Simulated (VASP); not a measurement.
A run of VASP 6.6.1 is set up as follows.

The input INCAR:

```
SYSTEM = Pt3Pb
PREC = Accurate
ENCUT = 600
EDIFF = 1E-6
ISMEAR = -1
SIGMA = 0.1
LREAL = .FALSE.
LASPH = .TRUE.
NELM = 100
ALGO = Normal
ISIF = 3
LWAVE = .FALSE.
LCHARG = .FALSE.
GGA = CA
IBRION = 2
NSW = 60
EDIFFG = -0.01
PSTRESS = 50.0
```

The input KPOINTS:

```
regular mesh
0
G
  6 6 6
  0 0 0
```

Contents of POSCAR:

```
Pt3Pb
1.0
    4.0580000000      0.0000000000      0.0000000000
    0.0000000000      4.0580000000      0.0000000000
    0.0000000000      0.0000000000      4.0580000000
Pt Pb
3 1
Direct
    0.0000000000      0.5000000000      0.5000000000
    0.5000000000      0.0000000000      0.5000000000
    0.5000000000      0.5000000000      0.0000000000
    0.0000000000      0.0000000000      0.0000000000
```

Potentials or basis: VASP PAW LDA potentials, release 64 (Pt, Pb_d).

The run is started by

```bash
$ cat potpaw_LDA.64/Pt/POTCAR potpaw_LDA.64/Pb_d/POTCAR > POTCAR
$ mpirun -np 1 vasp_std > vasp.out
```

(1) Estimate the band gap on the k mesh.

(2) Estimate the space group after relaxing (to 0.1 Å).

(3) Estimate the relaxed cell.

Results:

(1) zero (bands 22 and 23 overlap by 0.45 eV).

(2) Pm-3m (No. 221).

(3) a = 4.016 Å, b = 4.016 Å, c = 4.016 Å, α = 90.00°, β = 90.00°, γ = 90.00°.

Caveat: the cell is relaxed towards a set pressure, so the run minimises the enthalpy, not the energy; spin-orbit coupling is left out, which moves the levels of the heavy elements.
